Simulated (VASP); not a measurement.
# Tl (P6_3/mmc) in VASP: further runs

The runs below take Tl through single point, with PBEsol, LDA, revPBE, PBE+D3(BJ).

All numbers are computed with VASP 6.6.1; they aren't measurements. Logs are shortened: lines on timing, memory, paths and dates and some standing lists are left out, and cuts for length are marked.

## Step 1: The cell of the first run

It takes space group P6_3/mmc (No. 194, hexagonal). The conventional cell has a = 3.456 Å, b = 3.456 Å, c = 5.525 Å, α = 90.00°, β = 90.00°, γ = 120.00°. Tl (site symmetry -6m2) has 12 Tl at 3.41 to 3.46 Å within 4.5 Å.

## Step 2: Single point, PBEsol

INCAR

```
  PREC = Accurate
  ENCUT = 520
  EDIFF = 1E-6
  ISMEAR = 0
  SIGMA = 0.02
  LREAL = False
  LASPH = True
  NELM = 60
  ALGO = Normal
  ISIF = 2
  LWAVE = False
  LCHARG = False
  GGA = PS
  NBANDS = 20
```

KPOINTS

```
regular mesh
0
Gamma
  9 9 5
```

POSCAR

```
Tl
1.0
    3.4560000000      0.0000000000      0.0000000000
   -1.7280000000      2.9929837955      0.0000000000
    0.0000000000      0.0000000000      5.5250000000
Tl
2
Direct
    0.6666666667      0.3333333333      0.7500000000
    0.3333333333      0.6666666667      0.2500000000
```

Potentials or basis: VASP PAW PBE potentials, release 64 (Tl_d).

Launch:

```console
> cat potpaw_PBE.64/Tl_d/POTCAR > POTCAR
> mpirun -np 1 vasp_std > vasp.out
```

OUTCAR:

```text
PREC = Accurate
   ENCUT = 520
   EDIFF = 1E-6
   ISMEAR = 0
   LREAL = False
   LASPH = True
   NELM = 60
   ISIF = 2
   GGA = PS

 ion  position               nearest neighbor table
   1  0.667  0.333  0.750-   2 3.41   2 3.41   2 3.41   2 3.41   2 3.41   2 3.41
   2  0.333  0.667  0.250-   1 3.41   1 3.41   1 3.41   1 3.41   1 3.41   1 3.41

  LATTYP: Found a hexagonal cell.
 ALAT       =     3.4560000000
 C/A-ratio  =     1.5986689815

  Lattice vectors:

 A1 = (   3.4560000000,   0.0000000000,   0.0000000000)
 A2 = (  -1.7280000000,   2.9929837955,   0.0000000000)
 A3 = (   0.0000000000,   0.0000000000,   5.5250000000)

Analysis of symmetry for initial positions (statically):
=====================================================================
 Subroutine PRICEL returns:
 Original cell was already a primitive cell.

 Routine SETGRP: Setting up the symmetry group for a
 hexagonal supercell.

 Subroutine GETGRP returns: Found 24 space group operations
 (whereof 12 operations were pure point group operations)
 out of a pool of 24 trial point group operations.

The static configuration has the point symmetry D_3d.
 The point group associated with its full space group is D_6h.

Analysis of symmetry for dynamics (positions and initial velocities):
=====================================================================
 Subroutine PRICEL returns:
 Original cell was already a primitive cell.

 Routine SETGRP: Setting up the symmetry group for a
 hexagonal supercell.

 Subroutine GETGRP returns: Found 24 space group operations
 (whereof 12 operations were pure point group operations)
 out of a pool of 24 trial point group operations.

The dynamic configuration has the point symmetry D_3d.
 The point group associated with its full space group is D_6h.

 Subroutine INISYM returns: Found 24 space group operations
 (whereof 12 operations are pure point group operations),
 and found     1 'primitive' translations

----------------------------------------------------------------------------------------

                                     Primitive cell

  volume of cell :      57.1492

  direct lattice vectors                    reciprocal lattice vectors
     3.456000000  0.000000000  0.000000000     0.289351852  0.167057370  0.000000000
    -1.728000000  2.992983795  0.000000000     0.000000000  0.334114739  0.000000000
     0.000000000  0.000000000  5.525000000     0.000000000  0.000000000  0.180995475

  length of vectors
[... 81 lines left out ...]
   NELM   =     60;   NELMIN=  2; NELMDL= -5     # of ELM steps
   EDIFF  = 0.1E-05   stopping-criterion for ELM
   LREAL  =      F    real-space projection
   EDIFFG = 0.1E-04   stopping-criterion for IOM
   NSW    =      0    number of steps for IOM
   IBRION =     -1    ionic relax: 0-MD 1-quasi-New 2-CG
   NFREE  =      0    steps in history (QN), initial steepest desc. (CG)
   ISIF   =      2    stress and relaxation
   ISYM   =      2    0-nonsym 1-usesym 2-fastsym
   POTIM  = 0.5000    time-step for ionic-motion
   TEBEG  =    0.0;   TEEND  =   0.0 temperature during run
   PSTRESS=    0.0 pullay stress
   NELECT =      26.0000    total number of electrons
   NUPDOWN=      -1.0000    fix difference up-down
   EMIN   =  10.00;   EMAX   =-10.00  energy-range for DOS
   EFERMI =   0.00;   METHOD = LEGACY
   ISMEAR =     0;   SIGMA  =   0.02  broadening in eV -4-tet -1-fermi 0-gaus
   EFERMI_NEDOS =   21; number of points for ismear=-14 and -15
   IALGO  =     38    algorithm
   IMIX   =      4    mixing-type and parameters
     AMIX     =   0.40;   BMIX     =  1.00
     AMIX_MAG =   1.60;   BMIX_MAG =  1.00
  volume/ion in A,a.u.               =      28.57       192.83
  Fermi-wavevector in a.u.,A,eV,Ry     =   1.259107  2.379366 21.569987  1.585349
  Thomas-Fermi vector in A             =   2.392683
   LORBIT       =      0    0 simple, 1 ext, 2 COOP (PROOUT), +10 PAW based schemes
   GGA     = PS    functional components
   LHFCALC =     F    Hartree Fock is set to
   AEXX    =    0.0000 exact exchange contribution
   IVDW    =     0    specifies the selected vdW correction
   LEPSILON=     F    determine dielectric tensor
   LRPA    =     F    only Hartree local field effects (RPA)
 non-spin polarized calculation
 Gauss-broadening in eV      SIGMA  =   0.02
  energy-cutoff  :      520.00
  volume of cell :       57.15
 maximum number of plane-waves:      1558
 NGX is ok and might be reduce to    28
   NGX = 13   NGY = 13   NGZ = 21

 number of electron      26.0000004 magnetization

 Free energy of the ion-electron system (eV)
  ---------------------------------------------------
  ext. energy  EPLUGINS =         0.00000000
  ---------------------------------------------------
  free energy    TOTEN  =        -5.23568522 eV

  energy without entropy =       -5.23513029  energy(sigma->0) =       -5.23540775

 E-fermi :   6.3494     XC(G=0): -10.3692

 val. band max:        6.3418281927   @ k =   0.2222   0.2222   0.4000
 cond. band min:       6.3865781458   @ k =   0.2222   0.1111   0.2000
 fundamental gap:      0.0447499531
 Fermi energy:         6.3494341080

 k-point     1 :       0.0000    0.0000    0.0000
  band No.  band energies     occupation
      1      -5.3540      2.00000
      2      -5.1190      2.00000
      3      -5.0951      2.00000
      4      -5.0951      2.00000
      5      -5.0409      2.00000
      6      -5.0409      2.00000
[... 541 lines left out ...]
     19      13.9372      0.00000
     20      21.3775      0.00000

 [... further k-points ...]

------------------------ aborting loop because EDIFF is reached ----------------------------------------

  FORCE on cell =-STRESS in cart. coord.  units (eV):
  Direction    XX          YY          ZZ          XY          YZ          ZX
  --------------------------------------------------------------------------------------
  -------------------------------------------------------------------------------------
  Total       -0.0207796     -0.0207796      0.2197166      0.0000000      0.0000000      0.0000000
  in kB       -0.5825547     -0.5825547      6.1597505      0.0000000      0.0000000      0.0000000
  external PRESSURE =       1.6648804 kB  Pullay stress =       0.0000000 kB

 VOLUME and BASIS-vectors are now :
 -----------------------------------------------------------------------------
  energy-cutoff  :      520.00
  volume of cell :       57.15
      direct lattice vectors                 reciprocal lattice vectors
     3.456000000  0.000000000  0.000000000     0.289351852  0.167057370  0.000000000
    -1.728000000  2.992983795  0.000000000     0.000000000  0.334114739  0.000000000
     0.000000000  0.000000000  5.525000000     0.000000000  0.000000000  0.180995475

 POSITION                                       TOTAL-FORCE (eV/Angst)
 -----------------------------------------------------------------------------------
      1.72800      0.99766      4.14375         0.000000      0.000000      0.000000
     -0.00000      1.99532      1.38125        -0.000000     -0.000000      0.000000
 -----------------------------------------------------------------------------------
    total drift:                               -0.000000      0.000000     -0.000000

  FREE ENERGIE OF THE ION-ELECTRON SYSTEM (eV)
  ---------------------------------------------------
  free  energy   TOTEN  =        -5.2356852165 eV

  energy  without entropy=       -5.2351302930  energy(sigma->0) =       -5.23540775
```

OSZICAR:

```text
N       E                     dE             d eps       ncg     rms          rms(c)
DAV:   1     0.131107802158E+03    0.13111E+03   -0.14085E+04  1448   0.123E+03
DAV:   2    -0.264064844623E+01   -0.13375E+03   -0.13111E+03  1584   0.277E+02
DAV:   3    -0.529400830340E+01   -0.26534E+01   -0.26301E+01  1672   0.341E+01
DAV:   4    -0.530989762921E+01   -0.15889E-01   -0.15889E-01  1524   0.285E+00
DAV:   5    -0.531011227488E+01   -0.21465E-03   -0.21465E-03  1616   0.329E-01    0.303E+00
DAV:   6    -0.524734456468E+01    0.62768E-01   -0.10774E-01  1516   0.255E+00    0.213E+00
DAV:   7    -0.523652166863E+01    0.10823E-01   -0.39930E-02  1560   0.154E+00    0.837E-01
DAV:   8    -0.523568120828E+01    0.84046E-03   -0.24938E-03  1524   0.382E-01    0.474E-02
DAV:   9    -0.523568313178E+01   -0.19235E-05   -0.15314E-05  1624   0.337E-02    0.136E-02
DAV:  10    -0.523568513802E+01   -0.20062E-05   -0.22489E-06  1268   0.132E-02    0.129E-03
DAV:  11    -0.523568521646E+01   -0.78441E-07   -0.32203E-07   796   0.446E-03
   1 F= -.52356852E+01 E0= -.52354078E+01  d E =-.554923E-03
```

stdout:

```text
POSCAR found type information on POSCAR Tl
 POSCAR found :  1 types and       2 ions
 scaLAPACK will be used
 -----------------------------------------------------------------------------
|                                                                             |
|                                                                             |
|     You enforced a specific xc type in the INCAR file but a different       |
|     I HOPE YOU KNOW WHAT YOU ARE DOING!                                     |
|                                                                             |
 -----------------------------------------------------------------------------

 LDA part: xc-table for (Slater+PW92), standard interpolation
 POSCAR, INCAR and KPOINTS ok, starting setup
 FFT: planning ... GRIDC
 FFT: planning ... GRID_SOFT
 FFT: planning ... GRID
 WAVECAR not read
 entering main loop
```

Run time: 16 s. Hardware: 1 thread of Intel Xeon Platinum 8488C (Sapphire Rapids), shared host; peak memory 0.18 GiB.

Results:

| Quantity | Value |
| --- | --- |
| Free energy | -5.2357 eV |
| Pressure | 0.2 GPa |
| Band gap on the k mesh | zero (band 13 reaches 8.48 eV, above the bottom of band 14 at 4.80 eV) |

Caveat: the PAW data sets were made with another functional, which shifts forces and pressure a little; spin-orbit coupling is left out, which moves the levels of the heavy elements.

## Step 3: Single point, LDA

INCAR

```
SYSTEM = Tl
PREC = Accurate
ENCUT = 520
EDIFF = 1E-6
ISMEAR = 0
SIGMA = 0.1
LREAL = .FALSE.
LASPH = .TRUE.
NELM = 60
ALGO = Normal
ISIF = 2
LWAVE = .FALSE.
LCHARG = .FALSE.
GGA = CA
NBANDS = 20
```

KPOINTS

```
Automatic mesh
0
G
  9 9 5
  0 0 0
```

POSCAR is that of step 2.

Potentials or basis: VASP PAW LDA potentials, release 64 (Tl_d).

Launch:

```console
> cat potpaw_LDA.64/Tl_d/POTCAR > POTCAR
> mpirun -np 1 vasp_std > vasp.out
```

Wall time 14 s (1 thread of Intel Xeon Platinum 8488C (Sapphire Rapids), shared host); peak memory 0.16 GiB.

Results (log left out):

* Free energy: -5.8348 eV
* Pressure: -1.5 GPa
* Band gap on the k mesh: zero (band 13 reaches 8.38 eV, above the bottom of band 14 at 4.71 eV)

Stress tensor (GPa, compression positive):
```
-1.87  0.00  0.00
 0.00 -1.87  0.00
 0.00  0.00 -0.74
```

Levels at points of the mesh, in eV from the Fermi level:
| k point | band 9 | band 10 | band 11 | band 12 | band 13 | band 14 | band 15 | band 16 | band 17 | band 18 |
| --- | --- | --- | --- | --- | --- | --- | --- | --- | --- | --- |
| (0.00, 0.00, 0.00) | -11.00 | -11.00 | -10.03 | -5.09 | -2.82 | 7.95 | 7.95 | 10.05 | 10.05 | 10.37 |

Caveat: spin-orbit coupling is left out, which moves the levels of the heavy elements.

(Continued in part 2 of 2.)
